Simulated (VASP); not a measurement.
# MgC18 in VASP: single point with PBE

Aim: the single point of MgC18 with PBE.

Program: VASP 6.6.1. These are calculated values, not measurements. Logs are shortened: lines on timing, memory, paths and dates and some standing lists are left out, and cuts for length are marked.

### 1 The cell of the first run

The cell holds a slab with vacuum, 19 atoms: a = 7.398 Å, b = 7.398 Å, c = 13.000 Å, α = 90.00°, β = 90.00°, γ = 120.00°.

### 2 Single point, PBE

The input, INCAR:

```
SYSTEM = MgC18
ALGO = Normal
EDIFF = 1E-6
ENCUT = 520
GGA = PE
ISIF = 2
ISMEAR = -1
LASPH = .True.
LCHARG = .False.
LREAL = Auto
LWAVE = .False.
NBANDS = 52
NELM = 80
PREC = Accurate
SIGMA = 0.02
```

The input, KPOINTS:

```
k-points
0
Gamma
  2 2 1
  0 0 0
```

The input, POSCAR:

```
MgC18
1.0
    7.3980000000      0.0000000000      0.0000000000
   -3.6990000000      6.4068560000      0.0000000000
    0.0000000000      0.0000000000     13.0000000000
C Mg
18 1
Direct
    0.0016302954     -0.0030206285      0.0687158614
    0.2225136059      0.1074233907      0.0687165737
   -0.0004038345      0.3303704676      0.0686976683
    0.2245407806      0.4428410389      0.0687170103
    0.0016946214      0.6657392338      0.0687043937
    0.2224801761      0.7761358723      0.0686914011
    0.3329241815     -0.0029874257      0.0687064527
    0.5579017903      0.1095009217      0.0687100524
    0.3350000169      0.3323905443      0.0687286221
    0.5558200207      0.4428030791      0.0687263405
    0.3349542223      0.6636626610      0.0687000665
    0.5558725134      0.7741219193      0.0687078606
    0.6683456660     -0.0009321746      0.0686935572
    0.8891429456      0.1094667501      0.0687039070
    0.6683092035      0.3303156625      0.0687241340
    0.8892061850      0.4407614019      0.0687127367
    0.6662805723      0.6637146462      0.0687262692
    0.8912347600      0.7761951967      0.0687072613
    0.4447056777      0.5550362427      0.3762871313
```

Potentials or basis: VASP PAW PBE potentials, release 64 (C, Mg).

Command:

```
$ cat potpaw_PBE.64/C/POTCAR potpaw_PBE.64/Mg/POTCAR > POTCAR
$ mpirun -np 1 vasp_std > vasp.out
```

OUTCAR:

```text
SYSTEM = MgC18
   EDIFF = 1E-6
   ENCUT = 520
   GGA = PE
   ISIF = 2
   ISMEAR = -1
   LASPH = .True.
   LREAL = Auto
   NELM = 80
   PREC = Accurate

 ion  position               nearest neighbor table
   1  0.002  0.997  0.069-  18 1.41   2 1.42  14 1.44
   2  0.223  0.107  0.069-   7 1.41   1 1.42   9 1.44
   3  1.000  0.330  0.069-  16 1.41  14 1.42   4 1.44
   4  0.225  0.443  0.069-  11 1.41   9 1.42   3 1.44
   5  0.002  0.666  0.069-   6 1.41  18 1.42  16 1.44
   6  0.222  0.776  0.069-   5 1.41   7 1.42  11 1.44
[... 10 lines left out ...]
  17  0.666  0.664  0.069-  12 1.41  10 1.42  18 1.44
  18  0.891  0.776  0.069-   1 1.41   5 1.42  17 1.44
  19  0.445  0.555  0.376-

  LATTYP: Found a hexagonal cell.
 ALAT       =     7.3980000000
 C/A-ratio  =     1.7572316842

  Lattice vectors:

 A1 = (   7.3980000000,   0.0000000000,   0.0000000000)
 A2 = (  -3.6990000000,   6.4068560000,   0.0000000000)
 A3 = (   0.0000000000,   0.0000000000,  13.0000000000)

Analysis of symmetry for initial positions (statically):
=====================================================================
 Subroutine PRICEL returns:
 Original cell was already a primitive cell.

 Routine SETGRP: Setting up the symmetry group for a
 hexagonal supercell.

 Subroutine GETGRP returns: Found  1 space group operations
 (whereof  1 operations were pure point group operations)
 out of a pool of 24 trial point group operations.

The static configuration has the point symmetry C_1 .

Analysis of symmetry for dynamics (positions and initial velocities):
=====================================================================
 Subroutine PRICEL returns:
 Original cell was already a primitive cell.

 Routine SETGRP: Setting up the symmetry group for a
 hexagonal supercell.

 Subroutine GETGRP returns: Found  1 space group operations
 (whereof  1 operations were pure point group operations)
 out of a pool of 24 trial point group operations.

The dynamic configuration has the point symmetry C_1 .

 Subroutine INISYM returns: Found  1 space group operations
 (whereof  1 operations are pure point group operations),
 and found     1 'primitive' translations

----------------------------------------------------------------------------------------

                                     Primitive cell

  volume of cell :     616.1730

  direct lattice vectors                    reciprocal lattice vectors
     7.398000000  0.000000000  0.000000000     0.135171668  0.078041398  0.000000000
    -3.699000000  6.406856000  0.000000000     0.000000000  0.156082796  0.000000000
     0.000000000  0.000000000 13.000000000     0.000000000  0.000000000  0.076923077

  length of vectors
     7.398000000  7.398000054 13.000000000     0.156082797  0.156082796  0.076923077

  position of ions in fractional coordinates (direct lattice)
     0.001630295  0.996979371  0.068715861
     0.222513606  0.107423391  0.068716574
     0.999596166  0.330370468  0.068697668
     0.224540781  0.442841039  0.068717010
     0.001694621  0.665739234  0.068704394
     0.222480176  0.776135872  0.068691401
[... 11 lines left out ...]
     0.891234760  0.776195197  0.068707261
     0.444705678  0.555036243  0.376287131

  ion indices of the primitive-cell ions
   primitive index   ion index
                 1           1
                 2           2
                 3           3
                 4           4
                 5           5
                 6           6
[... 11 lines left out ...]
                18          18
                19          19

----------------------------------------------------------------------------------------

 KPOINTS: k-points

Automatic generation of k-mesh.
 Grid dimensions read from file:
 generate k-points for:    2    2    1

 Generating k-lattice:

  Cartesian coordinates                     Fractional coordinates (reciprocal lattice)
     0.067585834  0.039020699  0.000000000     0.500000000 -0.000000000  0.000000000
     0.000000000  0.078041398  0.000000000     0.000000000  0.500000000  0.000000000
     0.000000000  0.000000000  0.076923077     0.000000000  0.000000000  1.000000000

  Length of vectors
     0.078041399  0.078041398  0.076923077

  Shift w.r.t. Gamma in fractional coordinates (k-lattice)
     0.000000000  0.000000000  0.000000000

 Subroutine IBZKPT returns following result:
 ===========================================

 Found      4 irreducible k-points:

 Following reciprocal coordinates:
            Coordinates               Weight
  0.000000  0.000000  0.000000      1.000000
  0.500000  0.000000  0.000000      1.000000
  0.000000  0.500000  0.000000      1.000000
  0.500000  0.500000  0.000000      1.000000
   k-points           NKPTS =      4   k-points in BZ     NKDIM =      4   number of bands    NBANDS=     52
   number of dos      NEDOS =    301   number of ions     NIONS =     19
   total plane-waves  NPLWV = 307328
   dimension x,y,z NGX =    56 NGY =   56 NGZ =   98
   dimension x,y,z NGXF=   112 NGYF=  112 NGZF=  196
   ions per type =              18   1
   NGX,Y,Z   is equivalent  to a cutoff of  12.58, 12.58, 12.53 a.u.
   NGXF,Y,Z  is equivalent  to a cutoff of  25.17, 25.17, 25.06 a.u.
 SYSTEM =  MgC18
   PREC   = accura    normal or accurate (medium, high low for compatibility)
   ISTART =      0    job   : 0-new  1-cont  2-samecut
   ICHARG =      2    charge: 1-file 2-atom 10-const
   ISPIN  =      1    spin polarized calculation?
   LNONCOLLINEAR =      F non collinear calculations
   LSORBIT =      F    spin-orbit coupling
   LASPH  =      T    aspherical Exc in radial PAW
   ENCUT  =  520.0 eV  38.22 Ry    6.18 a.u.  13.76 13.76 24.17*2*pi/ulx,y,z
   NELM   =     80;   NELMIN=  2; NELMDL= -5     # of ELM steps
   EDIFF  = 0.1E-05   stopping-criterion for ELM
   LREAL  =      T    real-space projection
   EDIFFG = 0.1E-04   stopping-criterion for IOM
   NSW    =      0    number of steps for IOM
   IBRION =     -1    ionic relax: 0-MD 1-quasi-New 2-CG
   NFREE  =      0    steps in history (QN), initial steepest desc. (CG)
   ISIF   =      2    stress and relaxation
   ISYM   =      2    0-nonsym 1-usesym 2-fastsym
   POTIM  = 0.5000    time-step for ionic-motion
   TEBEG  =    0.0;   TEEND  =   0.0 temperature during run
   PSTRESS=    0.0 pullay stress
   NELECT =      74.0000    total number of electrons
   NUPDOWN=      -1.0000    fix difference up-down
   EMIN   =  10.00;   EMAX   =-10.00  energy-range for DOS
   EFERMI =   0.00;   METHOD = LEGACY
   ISMEAR =    -1;   SIGMA  =   0.02  broadening in eV -4-tet -1-fermi 0-gaus
   EFERMI_NEDOS =   21; number of points for ismear=-14 and -15
   IALGO  =     38    algorithm
   IMIX   =      4    mixing-type and parameters
     AMIX     =   0.40;   BMIX     =  1.00
     AMIX_MAG =   1.60;   BMIX_MAG =  1.00
  volume/ion in A,a.u.               =      32.43       218.85
  Fermi-wavevector in a.u.,A,eV,Ry     =   0.807702  1.526336  8.876204  0.652383
  Thomas-Fermi vector in A             =   1.916371
   LORBIT       =      0    0 simple, 1 ext, 2 COOP (PROOUT), +10 PAW based schemes
   GGA     = PE    functional components
   LHFCALC =     F    Hartree Fock is set to
   AEXX    =    0.0000 exact exchange contribution
   IVDW    =     0    specifies the selected vdW correction
   LEPSILON=     F    determine dielectric tensor
   LRPA    =     F    only Hartree local field effects (RPA)
 non-spin polarized calculation
  energy-cutoff  :      520.00
  volume of cell :      616.17
 maximum number of plane-waves:     16651
 NGX is ok and might be reduce to    56
   NGX = 27   NGY = 27   NGZ = 49

 number of electron      74.0000002 magnetization

 Free energy of the ion-electron system (eV)
  ---------------------------------------------------
  ext. energy  EPLUGINS =         0.00000000
  ---------------------------------------------------
  free energy    TOTEN  =      -165.64477515 eV

  energy without entropy =     -165.64376152  energy(sigma->0) =     -165.64426834

 E-fermi :  -1.6856     XC(G=0):  -4.1985

 val. band max:       -1.7965123066   @ k =   0.0000   0.0000   0.0000
 cond. band min:      -1.5746793970   @ k =   0.0000   0.0000   0.0000
 fundamental gap:      0.2218329096
 Fermi energy:        -1.6855902335

 k-point     1 :       0.0000    0.0000    0.0000
  band No.  band energies     occupation
      1     -21.2078      2.00000
      2     -18.7123      2.00000
      3     -18.7079      2.00000
      4     -18.5822      2.00000
      5     -18.5811      2.00000
      6     -18.5774      2.00000
[... 41 lines left out ...]
     48       3.1755      0.00000
     49       3.3320      0.00000

 k-point     2 :       0.5000    0.0000    0.0000
  band No.  band energies     occupation
      1     -20.5551      2.00000
      2     -20.5525      2.00000
      3     -19.3065      2.00000
      4     -19.2157      2.00000
      5     -16.8148      2.00000
      6     -16.8129      2.00000
[... 41 lines left out ...]
     48       3.2097      0.00000
     49       3.2250      0.00000

 k-point     3 :       0.0000    0.5000    0.0000
  band No.  band energies     occupation
      1     -20.5552      2.00000
      2     -20.5524      2.00000
      3     -19.3064      2.00000
      4     -19.2157      2.00000
      5     -16.8147      2.00000
      6     -16.8129      2.00000
[... 41 lines left out ...]
     48       3.2097      0.00000
     49       3.2250      0.00000

 k-point     4 :       0.5000    0.5000    0.0000
  band No.  band energies     occupation
      1     -20.5554      2.00000
      2     -20.5522      2.00000
      3     -19.3064      2.00000
      4     -19.2157      2.00000
      5     -16.8147      2.00000
      6     -16.8129      2.00000
[... 41 lines left out ...]
     48       3.2097      0.00000
     49       3.2250      0.00000
 [bands above 49 left out]

------------------------ aborting loop because EDIFF is reached ----------------------------------------

  FORCE on cell =-STRESS in cart. coord.  units (eV):
  Direction    XX          YY          ZZ          XY          YZ          ZX
  --------------------------------------------------------------------------------------
  -------------------------------------------------------------------------------------
  Total        1.6109935      1.6212908     -0.1097293      0.0036799     -0.0007408     -0.0051338
  in kB        4.1889168      4.2156918     -0.2853189      0.0095685     -0.0019263     -0.0133489
  external PRESSURE =       2.7064299 kB  Pullay stress =       0.0000000 kB

 VOLUME and BASIS-vectors are now :
 -----------------------------------------------------------------------------
  energy-cutoff  :      520.00
  volume of cell :      616.17
      direct lattice vectors                 reciprocal lattice vectors
     7.398000000  0.000000000  0.000000000     0.135171668  0.078041398  0.000000000
    -3.699000000  6.406856000  0.000000000     0.000000000  0.156082796  0.000000000
     0.000000000  0.000000000 13.000000000     0.000000000  0.000000000  0.076923077

 POSITION                                       TOTAL-FORCE (eV/Angst)
 -----------------------------------------------------------------------------------
     -3.67577      6.38750      0.89331        -0.015125      0.008103     -0.001463
      1.24880      0.68825      0.89332         0.003589      0.012723     -0.003415
      6.17297      2.11664      0.89307         0.010628      0.000023     -0.002853
      0.02308      2.83722      0.89332        -0.005200     -0.001547      0.000328
     -2.45003      4.26530      0.89316        -0.007830     -0.014227     -0.000035
     -1.22502      4.97259      0.89299         0.011384     -0.007684     -0.001678
[... 11 lines left out ...]
      3.72221      4.97297      0.89319         0.002849     -0.010953      0.000863
      1.23685      3.55604      4.89173        -0.001575     -0.000274      0.006988
 -----------------------------------------------------------------------------------
    total drift:                                0.024287      0.007527     -0.054682

  FREE ENERGIE OF THE ION-ELECTRON SYSTEM (eV)
  ---------------------------------------------------
  free  energy   TOTEN  =      -165.6447751517 eV

  energy  without entropy=     -165.6437615237  energy(sigma->0) =     -165.64426834
```

It took 5.1 min on 1 thread of Intel Xeon 8259CL, shared host; peak memory 0.62 GiB.

Results:

```yaml
Free_energy: -165.6448 eV
Largest_force: 0.017 eV/Å
Band_gap_on_the_k_mesh: 0.22 eV
```

Forces in eV/Å, atoms in the order of the input:
```
C   -0.015  0.008 -0.001
C    0.004  0.013 -0.003
C    0.011  0.000 -0.003
C   -0.005 -0.002  0.000
C   -0.008 -0.014  0.000
C    0.011 -0.008 -0.002
C    0.005  0.015  0.004
C   -0.017 -0.002 -0.002
C    0.000 -0.009 -0.001
C    0.012 -0.010  0.002
C   -0.002  0.006  0.001
C   -0.003  0.006  0.000
C    0.000 -0.010 -0.001
C    0.013 -0.006  0.002
C   -0.011  0.004 -0.004
C   -0.004  0.014  0.001
C    0.008  0.006 -0.003
C    0.003 -0.011  0.001
Mg  -0.002  0.000  0.007
```

Caveat: the k points lie up to 0.49 Å⁻¹ apart.
